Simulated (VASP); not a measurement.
# HgTe (Cmcm) in VASP: further runs

HgTe is run at these levels: r2SCAN; tasks: single point.

All numbers are computed with VASP 6.6.1; they aren't measurements. Logs are shortened: lines on timing, memory, paths and dates and some standing lists are left out, and cuts for length are marked.

## Step 1: The cell of the first run

The structure is orthorhombic, space group Cmcm (No. 63). The conventional cell has a = 5.612 Å, b = 6.445 Å, c = 5.855 Å, α = 90.00°, β = 90.00°, γ = 90.00°. Within 3.8 Å of Hg (site symmetry m2m) lie 6 Te at 2.83 to 3.57 Å and 2 Hg at 3.71 Å. Within 3.7 Å of Te (site symmetry m2m) lie 6 Hg at 2.83 to 3.57 Å.

## Step 2: Single point, r2SCAN (strain -0.050 along x and y, +0.000 along z)

The input, POSCAR:

```
HgTe
1.0
    2.8058125281     -3.2225354994      0.0000000000
    2.8058125281      3.2225354994      0.0000000000
    0.0000000000      0.0000000000      5.8546924979
Hg Te
2 2
Direct
    0.3235325388      0.6764674612      0.7500000000
    0.6764674612      0.3235325388      0.2500000000
    0.7700436581      0.2299563419      0.7500000000
    0.2299563419      0.7700436581      0.2500000000
```

The input, INCAR.step1:

```
PREC     = Accurate       # precision mode
ENCUT    = 520            # plane-wave cutoff, eV
ISMEAR   = 0              # smearing method
SIGMA    = 0.15           # smearing width, eV
LREAL    = F              # projectors in reciprocal space
LASPH    = T              # aspherical terms in the spheres
NELM     = 100            # most SCF steps
NBANDS   = 26             # bands
GGA      = PE             # functional
ALGO     = Normal         # electronic algorithm
EDIFF    = 1E-4           # SCF threshold, eV
LWAVE    = T              # write WAVECAR
LCHARG   = F              # write CHGCAR
```

The input, INCAR.step2:

```
PREC     = Accurate       # precision mode
ENCUT    = 520            # plane-wave cutoff, eV
EDIFF    = 1E-6           # SCF threshold, eV
ISMEAR   = 0              # smearing method
SIGMA    = 0.15           # smearing width, eV
LREAL    = F              # projectors in reciprocal space
LASPH    = T              # aspherical terms in the spheres
NELM     = 100            # most SCF steps
ALGO     = Normal         # electronic algorithm
ISIF     = 2              # what is computed and relaxed
LWAVE    = F              # write WAVECAR
LCHARG   = F              # write CHGCAR
METAGGA  = R2SCAN         # meta-GGA
LMIXTAU  = T            
NBANDS   = 26             # bands
ISTART   = 1
```

The input, KPOINTS:

```
Automatic mesh
0
Gamma
  12 12 8
```

Potentials or basis: VASP PAW PBE potentials, release 64 (Hg, Te).

Launch:

```
cat potpaw_PBE.64/Hg/POTCAR potpaw_PBE.64/Te/POTCAR > POTCAR
cp INCAR.step1 INCAR
mpirun -np 1 vasp_std > vasp.out
cp INCAR.step2 INCAR
mpirun -np 1 vasp_std > vasp.out
```

OUTCAR:

```text
PREC = Accurate
   ENCUT = 520
   EDIFF = 1E-6
   ISMEAR = 0
   LREAL = F
   LASPH = T
   NELM = 100
   ISIF = 2
   METAGGA = R2SCAN
   ISTART = 1

 ion  position               nearest neighbor table
   1  0.324  0.676  0.750-   3 2.83   3 2.83   3 2.88   4 2.99   4 2.99   3 3.57   2 3.71   2 3.71

   2  0.676  0.324  0.250-   4 2.83   4 2.83   4 2.88   3 2.99   3 2.99   4 3.57   1 3.71   1 3.71

   3  0.770  0.230  0.750-   1 2.83   1 2.83   1 2.88   2 2.99   2 2.99   1 3.57
   4  0.230  0.770  0.250-   2 2.83   2 2.83   2 2.88   1 2.99   1 2.99   2 3.57

  LATTYP: Found a base centered orthorhombic cell.
 ALAT       =     5.6116250562
 B/A-ratio  =     1.1485213168
 C/A-ratio  =     1.0433149826

  Lattice vectors:

 A1 = (   2.8058125281,  -3.2225354994,   0.0000000000)
 A2 = (   2.8058125281,   3.2225354994,   0.0000000000)
 A3 = (   0.0000000000,   0.0000000000,   5.8546924979)

Analysis of symmetry for initial positions (statically):
=====================================================================
 Subroutine PRICEL returns:
 Original cell was already a primitive cell.

 Routine SETGRP: Setting up the symmetry group for a
 base centered orthorhombic supercell.

 Subroutine GETGRP returns: Found  8 space group operations
 (whereof  4 operations were pure point group operations)
 out of a pool of  8 trial point group operations.

The static configuration has the point symmetry C_2h.
 The point group associated with its full space group is D_2h.

Analysis of symmetry for dynamics (positions and initial velocities):
=====================================================================
 Subroutine PRICEL returns:
 Original cell was already a primitive cell.

 Routine SETGRP: Setting up the symmetry group for a
 base centered orthorhombic supercell.

 Subroutine GETGRP returns: Found  8 space group operations
 (whereof  4 operations were pure point group operations)
 out of a pool of  8 trial point group operations.

The dynamic configuration has the point symmetry C_2h.
 The point group associated with its full space group is D_2h.

 Subroutine INISYM returns: Found  8 space group operations
 (whereof  4 operations are pure point group operations),
 and found     1 'primitive' translations

----------------------------------------------------------------------------------------

                                     Primitive cell

  volume of cell :     105.8743

[... 85 lines left out ...]
   ICHARG =      0    charge: 1-file 2-atom 10-const
   ISPIN  =      1    spin polarized calculation?
   LNONCOLLINEAR =      F non collinear calculations
   LSORBIT =      F    spin-orbit coupling
   LASPH  =      T    aspherical Exc in radial PAW
   ENCUT  =  520.0 eV  38.22 Ry    6.18 a.u.   7.94  7.94 10.89*2*pi/ulx,y,z
   NELM   =    100;   NELMIN=  2; NELMDL=  0     # of ELM steps
   EDIFF  = 0.1E-05   stopping-criterion for ELM
   LREAL  =      F    real-space projection
   EDIFFG = 0.1E-04   stopping-criterion for IOM
   NSW    =      0    number of steps for IOM
   IBRION =     -1    ionic relax: 0-MD 1-quasi-New 2-CG
   NFREE  =      0    steps in history (QN), initial steepest desc. (CG)
   ISIF   =      2    stress and relaxation
   ISYM   =      2    0-nonsym 1-usesym 2-fastsym
   POTIM  = 0.5000    time-step for ionic-motion
   TEBEG  =    0.0;   TEEND  =   0.0 temperature during run
   PSTRESS=    0.0 pullay stress
   NELECT =      36.0000    total number of electrons
   NUPDOWN=      -1.0000    fix difference up-down
   EMIN   =  10.00;   EMAX   =-10.00  energy-range for DOS
   EFERMI =   0.00;   METHOD = LEGACY
   ISMEAR =     0;   SIGMA  =   0.15  broadening in eV -4-tet -1-fermi 0-gaus
   EFERMI_NEDOS =   21; number of points for ismear=-14 and -15
   IALGO  =     38    algorithm
   IMIX   =      4    mixing-type and parameters
     AMIX     =   0.40;   BMIX     =  1.00
     AMIX_MAG =   1.60;   BMIX_MAG =  1.00
  volume/ion in A,a.u.               =      26.47       178.62
  Fermi-wavevector in a.u.,A,eV,Ry     =   1.142647  2.159290 17.764348  1.305643
  Thomas-Fermi vector in A             =   2.279345
   LORBIT       =      0    0 simple, 1 ext, 2 COOP (PROOUT), +10 PAW based schemes
   METAGGA = R2SCAN    functional components
   LHFCALC =     F    Hartree Fock is set to
   AEXX    =    0.0000 exact exchange contribution
   IVDW    =     0    specifies the selected vdW correction
   LEPSILON=     F    determine dielectric tensor
   LRPA    =     F    only Hartree local field effects (RPA)
 non-spin polarized calculation
 Gauss-broadening in eV      SIGMA  =   0.15
  energy-cutoff  :      520.00
  volume of cell :      105.87
 maximum number of plane-waves:      2886
   NGX = 15   NGY = 15   NGZ = 21

 number of electron      35.9999997 magnetization

 Free energy of the ion-electron system (eV)
  ---------------------------------------------------
  ext. energy  EPLUGINS =         0.00000000
  ---------------------------------------------------
  free energy    TOTEN  =      -149.43234184 eV

  energy without entropy =     -149.41596081  energy(sigma->0) =     -149.42415132

 E-fermi :   5.0354     XC(G=0): -10.7588

 val. band max:        5.0271655235   @ k =  -0.3333   0.3333   0.1250
 cond. band min:       5.0456430132   @ k =  -0.1667   0.0833   0.2500
 fundamental gap:      0.0184774898
 Fermi energy:         5.0354364604

 k-point     1 :       0.0000    0.0000    0.0000
  band No.  band energies     occupation
      1      -8.0680      2.00000
      2      -6.7898      2.00000
      3      -2.5446      2.00000
      4      -2.4512      2.00000
      5      -2.4223      2.00000
      6      -2.4220      2.00000
[... 685 lines left out ...]
     25      12.8785      0.00000
     26      13.7709      0.00000

 [... further k-points ...]
[... 5 lines left out ...]
  --------------------------------------------------------------------------------------
  -------------------------------------------------------------------------------------
  Total        6.5035338      3.9939182      3.1246919      0.0000000      0.0000000      0.0000000
  in kB       98.4168676     60.4392832     47.2854302      0.0000000      0.0000000      0.0000000
  external PRESSURE =      68.7138603 kB  Pullay stress =       0.0000000 kB

 VOLUME and BASIS-vectors are now :
 -----------------------------------------------------------------------------
  energy-cutoff  :      520.00
  volume of cell :      105.87
      direct lattice vectors                 reciprocal lattice vectors
     2.805812528 -3.222535499  0.000000000     0.178201500 -0.155157329  0.000000000
     2.805812528  3.222535499  0.000000000     0.178201500  0.155157329  0.000000000
     0.000000000  0.000000000  5.854692498     0.000000000  0.000000000  0.170803164

 POSITION                                       TOTAL-FORCE (eV/Angst)
 -----------------------------------------------------------------------------------
      2.80581      1.13735      4.39102         0.000000      0.190440      0.000000
      2.80581     -1.13735      1.46367         0.000000     -0.190440     -0.000000
      2.80581     -1.74045      4.39102         0.000000     -0.274803      0.000000
      2.80581      1.74045      1.46367         0.000000      0.274803      0.000000
 -----------------------------------------------------------------------------------
    total drift:                               -0.000000     -0.000000     -0.000000

  FREE ENERGIE OF THE ION-ELECTRON SYSTEM (eV)
  ---------------------------------------------------
  free  energy   TOTEN  =      -149.4323418362 eV

  energy  without entropy=     -149.4159608094  energy(sigma->0) =     -149.42415132
```

OUTCAR.step1:

```text
PREC = Accurate
   ENCUT = 520
   ISMEAR = 0
   LREAL = F
[... 930 lines left out ...]
      2.80581      1.13735      4.39102         0.000000      0.219731      0.000000
      2.80581     -1.13735      1.46367         0.000000     -0.219731     -0.000000
      2.80581     -1.74045      4.39102         0.000000     -0.346277     -0.000000
      2.80581      1.74045      1.46367         0.000000      0.346277     -0.000000
 -----------------------------------------------------------------------------------
    total drift:                               -0.000000     -0.000000     -0.000000

  FREE ENERGIE OF THE ION-ELECTRON SYSTEM (eV)
  ---------------------------------------------------
  free  energy   TOTEN  =        -6.2975666412 eV

  energy  without entropy=       -6.2793803459  energy(sigma->0) =       -6.28847349
```

Run time: 33 min. Hardware: 1 thread of Intel Xeon 8259CL, shared host; peak memory 0.61 GiB.

Results:

| Item | Value |
| --- | --- |
| Free energy | -149.4323 eV |
| Pressure | 6.9 GPa |
| Largest force | 0.275 eV/Å |
| Band gap on the k mesh | zero (bands 18 and 19 overlap by 2.70 eV) |

Forces on the atoms (eV/Å):
```
Hg   0.000  0.190  0.000
Hg   0.000 -0.190  0.000
Te   0.000 -0.275  0.000
Te   0.000  0.275  0.000
```

Stress tensor (GPa, compression positive):
```
9.84 0.00 0.00
0.00 6.04 0.00
0.00 0.00 4.73
```

Levels at points of the mesh, in eV from the Fermi level:
```csv
k point,band 15,band 16,band 17,band 18,band 19,band 20,band 21,band 22
"(0.00, 0.00, 0.00)",-2.65,-2.24,-1.29,-0.53,-0.26,0.06,4.73,6.75
"(0.50, 0.00, 0.00)",-2.94,-2.30,-0.55,-0.40,2.32,3.32,4.10,4.91
"(0.50, 0.50, 0.00)",-2.74,-2.73,-2.59,-2.39,-2.07,-1.53,3.85,5.54
"(0.00, 0.00, 0.50)",-2.17,-2.17,-1.25,-1.25,1.24,1.24,5.64,5.64
"(0.50, 0.00, 0.50)",-0.63,-0.63,0.53,0.53,2.77,2.77,4.09,4.09
"(0.50, 0.50, 0.50)",-3.74,-3.74,-3.52,-3.52,2.14,2.14,5.58,5.58
```

Caveat: the cell differs from its parent crystal (strain -0.050 along x and y, +0.000 along z); the cell stands under pressure; the PAW data sets were made with another functional, which shifts forces and pressure a little; spin-orbit coupling is left out, which moves the levels of the heavy elements.

## Step 3: Single point, r2SCAN (strain -0.025 along x and y, -0.050 along z)

The input, POSCAR:

```
HgTe
1.0
    2.8796496999     -3.3073390652      0.0000000000
    2.8796496999      3.3073390652      0.0000000000
    0.0000000000      0.0000000000      5.5619578730
Hg Te
2 2
Direct
    0.3235325388      0.6764674612      0.7500000000
    0.6764674612      0.3235325388      0.2500000000
    0.7700436581      0.2299563419      0.7500000000
    0.2299563419      0.7700436581      0.2500000000
```

The input, INCAR.step1:

```
ALGO = Normal
EDIFF = 1E-4
ENCUT = 520
GGA = PE
ISMEAR = 0
LASPH = T
LCHARG = F
LREAL = F
LWAVE = T
NBANDS = 26
NELM = 80
PREC = Accurate
SIGMA = 0.15
```

The input, INCAR.step2:

```
ALGO = Normal
EDIFF = 1E-6
ENCUT = 520
ISIF = 2
ISMEAR = 0
ISTART = 1
LASPH = T
LCHARG = F
LMIXTAU = T
LREAL = F
LWAVE = F
METAGGA = R2SCAN
NBANDS = 26
NELM = 80
PREC = Accurate
SIGMA = 0.15
```

The input, KPOINTS:

```
k-points
0
Gamma
  12 12 8
```

Potentials or basis: VASP PAW PBE potentials, release 64 (Hg, Te).

Launch:

```
cat potpaw_PBE.64/Hg/POTCAR potpaw_PBE.64/Te/POTCAR > POTCAR
cp INCAR.step1 INCAR
mpirun -np 1 vasp_std > vasp.out
cp INCAR.step2 INCAR
mpirun -np 1 vasp_std > vasp.out
```

It took 57 min on 1 thread of Oxide Virtual Turin-like, shared host; peak memory 0.59 GiB.

It converged, with:

| Quantity | Value |
| --- | --- |
| Free energy | -149.4278 eV |
| Pressure | 7.3 GPa |
| Largest force | 0.399 eV/Å |
| Band gap on the k mesh | zero (bands 18 and 19 overlap by 2.86 eV) |

Forces in eV/Å, atoms in the order of the input:
```
Hg   0.000  0.048  0.000
Hg   0.000 -0.048  0.000
Te   0.000 -0.399  0.000
Te   0.000  0.399  0.000
```

Stress tensor (GPa, compression positive):
```
7.03 0.00 0.00
0.00 4.88 0.00
0.00 0.00 9.87
```

Levels at points of the mesh, in eV from the Fermi level:
| k point | band 15 | band 16 | band 17 | band 18 | band 19 | band 20 | band 21 | band 22 |
| --- | --- | --- | --- | --- | --- | --- | --- | --- |
| (0.00, 0.00, 0.00) | -3.03 | -2.60 | -1.13 | -0.85 | -0.24 | 0.09 | 4.30 | 6.17 |
| (0.50, 0.00, 0.00) | -3.20 | -2.48 | -0.89 | -0.74 | 1.62 | 2.71 | 3.89 | 4.94 |
| (0.50, 0.50, 0.00) | -2.90 | -2.40 | -2.25 | -2.22 | -2.18 | -1.39 | 4.02 | 5.62 |
| (0.00, 0.00, 0.50) | -2.22 | -2.22 | -1.42 | -1.42 | 2.02 | 2.02 | 5.37 | 5.37 |
| (0.50, 0.00, 0.50) | -0.90 | -0.90 | 0.61 | 0.61 | 2.43 | 2.43 | 4.23 | 4.23 |
| (0.50, 0.50, 0.50) | -3.58 | -3.58 | -3.54 | -3.54 | 2.94 | 2.94 | 6.17 | 6.17 |

Caveat: the cell differs from its parent crystal (strain -0.025 along x and y, -0.050 along z); the cell stands under pressure; the PAW data sets were made with another functional, which shifts forces and pressure a little; spin-orbit coupling is left out, which moves the levels of the heavy elements.
